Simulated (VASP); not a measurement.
# As (Cmce) in VASP: a series of runs, part 2 of 2

VASP 6.6.1. The steps go on from the part before.

**4. Single point, PBE (24.68 Å³/atom)**

This run uses another cell than the first one, of 24.68 Å³/atom.

INCAR reads:

```
PREC = Accurate ; ENCUT = 500
EDIFF = 1E-6 ; ISMEAR = -1
SIGMA = 0.1 ; LREAL = False
LASPH = True ; NELM = 120
ALGO = Normal ; ISIF = 2
LWAVE = False ; LCHARG = False
GGA = PE ; NBANDS = 18
GGA_COMPAT = False
```

KPOINTS reads:

```
regular mesh
0
Gamma
  10 10 8
```

POSCAR reads:

```
As
1.0
    1.8527304186     -5.7062613845      0.0000000000
    1.8527304186      5.7062613845      0.0000000000
    0.0000000000      0.0000000000      4.6691110013
As
4
Direct
    0.1059894032      0.8940105968      0.9312775131
    0.6059894032      0.3940105968      0.5687224869
    0.8940105968      0.1059894032      0.0687224869
    0.3940105968      0.6059894032      0.4312775131
```

Potentials or basis: VASP PAW PBE potentials, release 64 (As).

On the command line:

```sh
> cat potpaw_PBE.64/As/POTCAR > POTCAR
> mpirun -np 1 vasp_std > vasp.out
```

OUTCAR:

```text
PREC = Accurate
   ENCUT = 500
   EDIFF = 1E-6
   ISMEAR = -1
   LREAL = False
   LASPH = True
   NELM = 120
   ISIF = 2
   GGA = PE

 ion  position               nearest neighbor table
   1  0.106  0.894  0.931-   3 2.50   2 2.51   2 2.51
   2  0.606  0.394  0.569-   4 2.50   1 2.51   1 2.51
   3  0.894  0.106  0.069-   1 2.50   4 2.51   4 2.51
   4  0.394  0.606  0.431-   2 2.50   3 2.51   3 2.51

  LATTYP: Found a base centered orthorhombic cell.
 ALAT       =     3.7054608372
 B/A-ratio  =     3.0799199534
 C/A-ratio  =     1.2600621640

  Lattice vectors:

 A1 = (   1.8527304186,  -5.7062613845,   0.0000000000)
 A2 = (   1.8527304186,   5.7062613845,   0.0000000000)
 A3 = (   0.0000000000,   0.0000000000,   4.6691110013)

Analysis of symmetry for initial positions (statically):
=====================================================================
 Subroutine PRICEL returns:
 Original cell was already a primitive cell.

 Routine SETGRP: Setting up the symmetry group for a
 base centered orthorhombic supercell.

 Subroutine GETGRP returns: Found  8 space group operations
 (whereof  4 operations were pure point group operations)
 out of a pool of  8 trial point group operations.

The static configuration has the point symmetry C_2h.
 The point group associated with its full space group is D_2h.

Analysis of symmetry for dynamics (positions and initial velocities):
=====================================================================
 Subroutine PRICEL returns:
 Original cell was already a primitive cell.

 Routine SETGRP: Setting up the symmetry group for a
 base centered orthorhombic supercell.

 Subroutine GETGRP returns: Found  8 space group operations
 (whereof  4 operations were pure point group operations)
 out of a pool of  8 trial point group operations.

The dynamic configuration has the point symmetry C_2h.
 The point group associated with its full space group is D_2h.

 Subroutine INISYM returns: Found  8 space group operations
 (whereof  4 operations are pure point group operations),
 and found     1 'primitive' translations

----------------------------------------------------------------------------------------

                                     Primitive cell

  volume of cell :      98.7252

  direct lattice vectors                    reciprocal lattice vectors
     1.852730419 -5.706261385  0.000000000     0.269871966 -0.087623045  0.000000000
     1.852730419  5.706261385  0.000000000     0.269871966  0.087623045  0.000000000
     0.000000000  0.000000000  4.669111001     0.000000000  0.000000000  0.214173533

  length of vectors
     5.999502395  5.999502395  4.669111001     0.283740508  0.283740508  0.214173533

  position of ions in fractional coordinates (direct lattice)
     0.105989403  0.894010597  0.931277513
     0.605989403  0.394010597  0.568722487
     0.894010597  0.105989403  0.068722487
     0.394010597  0.605989403  0.431277513

  ion indices of the primitive-cell ions
   primitive index   ion index
                 1           1
                 2           2
                 3           3
                 4           4

----------------------------------------------------------------------------------------

 KPOINTS: regular mesh

Automatic generation of k-mesh.
 Grid dimensions read from file:
 generate k-points for:   10   10    8

 Generating k-lattice:

  Cartesian coordinates                     Fractional coordinates (reciprocal lattice)
     0.026987197 -0.008762305  0.000000000     0.100000000 -0.000000000  0.000000000
     0.026987197  0.008762305  0.000000000    -0.000000000  0.100000000  0.000000000
     0.000000000  0.000000000  0.026771692     0.000000000  0.000000000  0.125000000

  Length of vectors
     0.028374051  0.028374051  0.026771692

  Shift w.r.t. Gamma in fractional coordinates (k-lattice)
     0.000000000  0.000000000  0.000000000

 Subroutine IBZKPT returns following result:
 ===========================================

 Found    155 irreducible k-points:

 Following reciprocal coordinates:
            Coordinates               Weight
  0.000000  0.000000  0.000000      1.000000
  0.100000 -0.000000  0.000000      4.000000
  0.200000 -0.000000  0.000000      4.000000
  0.300000 -0.000000  0.000000      4.000000
  0.400000  0.000000  0.000000      4.000000
  0.500000 -0.000000  0.000000      2.000000
[... 16 lines left out ...]
  0.300000  0.300000  0.000000      2.000000
  0.400000  0.300000  0.000000      4.000000
 [... further k-points ...]
   k-points           NKPTS =    155   k-points in BZ     NKDIM =    155   number of bands    NBANDS=     18
   number of dos      NEDOS =    301   number of ions     NIONS =      4
   total plane-waves  NPLWV =  82944
   dimension x,y,z NGX =    48 NGY =   48 NGZ =   36
   dimension x,y,z NGXF=    96 NGYF=   96 NGZF=   72
   ions per type =               4
   NGX,Y,Z   is equivalent  to a cutoff of  13.30, 13.30, 12.82 a.u.
   NGXF,Y,Z  is equivalent  to a cutoff of  26.60, 26.60, 25.64 a.u.
 SYSTEM =  unknown system
   PREC   = accura    normal or accurate (medium, high low for compatibility)
   ISTART =      0    job   : 0-new  1-cont  2-samecut
   ICHARG =      2    charge: 1-file 2-atom 10-const
   ISPIN  =      1    spin polarized calculation?
   LNONCOLLINEAR =      F non collinear calculations
   LSORBIT =      F    spin-orbit coupling
   LASPH  =      T    aspherical Exc in radial PAW
   ENCUT  =  500.0 eV  36.75 Ry    6.06 a.u.  10.94 10.94  8.51*2*pi/ulx,y,z
   NELM   =    120;   NELMIN=  2; NELMDL= -5     # of ELM steps
   EDIFF  = 0.1E-05   stopping-criterion for ELM
   LREAL  =      F    real-space projection
[... 7 lines left out ...]
   TEBEG  =    0.0;   TEEND  =   0.0 temperature during run
   PSTRESS=    0.0 pullay stress
   NELECT =      20.0000    total number of electrons
   NUPDOWN=      -1.0000    fix difference up-down
   EMIN   =  10.00;   EMAX   =-10.00  energy-range for DOS
   EFERMI =   0.00;   METHOD = LEGACY
   ISMEAR =    -1;   SIGMA  =   0.10  broadening in eV -4-tet -1-fermi 0-gaus
   EFERMI_NEDOS =   21; number of points for ismear=-14 and -15
   IALGO  =     38    algorithm
   IMIX   =      4    mixing-type and parameters
     AMIX     =   0.40;   BMIX     =  1.00
     AMIX_MAG =   1.60;   BMIX_MAG =  1.00
  volume/ion in A,a.u.               =      24.68       166.56
  Fermi-wavevector in a.u.,A,eV,Ry     =   0.961484  1.816942 12.577930  0.924452
  Thomas-Fermi vector in A             =   2.090860
   LORBIT       =      0    0 simple, 1 ext, 2 COOP (PROOUT), +10 PAW based schemes
   GGA     = PE    functional components
   LHFCALC =     F    Hartree Fock is set to
   AEXX    =    0.0000 exact exchange contribution
   IVDW    =     0    specifies the selected vdW correction
   LEPSILON=     F    determine dielectric tensor
   LRPA    =     F    only Hartree local field effects (RPA)
 non-spin polarized calculation
  energy-cutoff  :      500.00
  volume of cell :       98.73
 maximum number of plane-waves:      2529
 NGX is ok and might be reduce to    48
   NGX = 21   NGY = 21   NGZ = 17

 number of electron      19.9999998 magnetization

 Free energy of the ion-electron system (eV)
  ---------------------------------------------------
  ext. energy  EPLUGINS =         0.00000000
  ---------------------------------------------------
  free energy    TOTEN  =       -18.61327524 eV

  energy without entropy =      -18.60690643  energy(sigma->0) =      -18.61009083

 E-fermi :   3.9903     XC(G=0):  -9.2767

 val. band max:        3.9730417776   @ k =   0.5000   0.5000   0.0000
 cond. band min:       4.1030175999   @ k =   0.5000   0.4000   0.0000
 fundamental gap:      0.1299758223
 Fermi energy:         3.9902784648

 k-point     1 :       0.0000    0.0000    0.0000
  band No.  band energies     occupation
      1     -10.4278      2.00000
      2      -7.9965      2.00000
      3      -5.5379      2.00000
      4      -2.3317      2.00000
      5      -1.6011      2.00000
      6       0.0601      2.00000
[... 10 lines left out ...]
     17      11.2172      0.00000
     18      11.2975      0.00000
[... 463 lines left out ...]
 k-point    24 :       0.4000    0.3000    0.0000
  band No.  band energies     occupation
      1      -9.3915      2.00000
      2      -7.5919      2.00000
      3      -6.5932      2.00000
      4      -3.9041      2.00000
      5      -0.2705      2.00000
      6       0.1156      2.00000
[... 10 lines left out ...]
     17      10.6743      0.00000
     18      11.0247      0.00000

 [... further k-points ...]

------------------------ aborting loop because EDIFF is reached ----------------------------------------

  FORCE on cell =-STRESS in cart. coord.  units (eV):
  Direction    XX          YY          ZZ          XY          YZ          ZX
  --------------------------------------------------------------------------------------
  -------------------------------------------------------------------------------------
  Total        0.1068148      0.2120070      0.1842862      0.0000000      0.0000000      0.0000000
  in kB        1.7334605      3.4405884      2.9907165      0.0000000      0.0000000      0.0000000
  external PRESSURE =       2.7215885 kB  Pullay stress =       0.0000000 kB

 VOLUME and BASIS-vectors are now :
 -----------------------------------------------------------------------------
  energy-cutoff  :      500.00
  volume of cell :       98.73
      direct lattice vectors                 reciprocal lattice vectors
     1.852730419 -5.706261385  0.000000000     0.269871966 -0.087623045  0.000000000
     1.852730419  5.706261385  0.000000000     0.269871966  0.087623045  0.000000000
     0.000000000  0.000000000  4.669111001     0.000000000  0.000000000  0.214173533

 POSITION                                       TOTAL-FORCE (eV/Angst)
 -----------------------------------------------------------------------------------
      1.85273      4.49665      4.34824         0.000000     -0.039469      0.035738
      1.85273     -1.20961      2.65543         0.000000     -0.039469     -0.035738
      1.85273     -4.49665      0.32087         0.000000      0.039469     -0.035738
      1.85273      1.20961      2.01368         0.000000      0.039469      0.035738
 -----------------------------------------------------------------------------------
    total drift:                                0.000000      0.000000      0.000000

  FREE ENERGIE OF THE ION-ELECTRON SYSTEM (eV)
  ---------------------------------------------------
  free  energy   TOTEN  =       -18.6132752354 eV

  energy  without entropy=      -18.6069064334  energy(sigma->0) =      -18.61009083
```

Wall time 2.3 min (1 thread of Intel Xeon Platinum 8559C (Emerald Rapids), shared host); peak memory 0.39 GiB.

Results:

- Free energy: -18.6133 eV
- Pressure: 0.3 GPa
- Largest force: 0.053 eV/Å

Forces on the atoms (eV/Å):
```
As   0.000 -0.039  0.036
As   0.000 -0.039 -0.036
As   0.000  0.039 -0.036
As   0.000  0.039  0.036
```

Stress tensor (GPa, compression positive):
```
0.17 0.00 0.00
0.00 0.34 0.00
0.00 0.00 0.30
```

**5. The runs side by side**

| cell | pressure (GPa) | largest force (eV/Å) |
| --- | --- | --- |
| a = 5.835, b = 5.835, c = 4.541 Å, angles 90.0, 90.0, 144.0°, 4 atoms | 6.2 | 0.79 |
| a = 5.918, b = 5.918, c = 4.606 Å, angles 90.0, 90.0, 144.0°, 4 atoms | 2.9 | 0.40 |
| a = 6.000, b = 6.000, c = 4.669 Å, angles 90.0, 90.0, 144.0°, 4 atoms | 0.3 | 0.05 |

Alike in all rows: task single point; level PBE; potentials or basis VASP PAW PBE potentials, release 64 (As); no spin polarisation; k mesh 10 × 10 × 8; cutoff (eV) 500; smearing fermi-dirac 0.1 eV.

Caveats: the cell stands under pressure (at least some runs).

Total energies depend on the potentials used, so only differences within one code and one set of settings carry meaning.
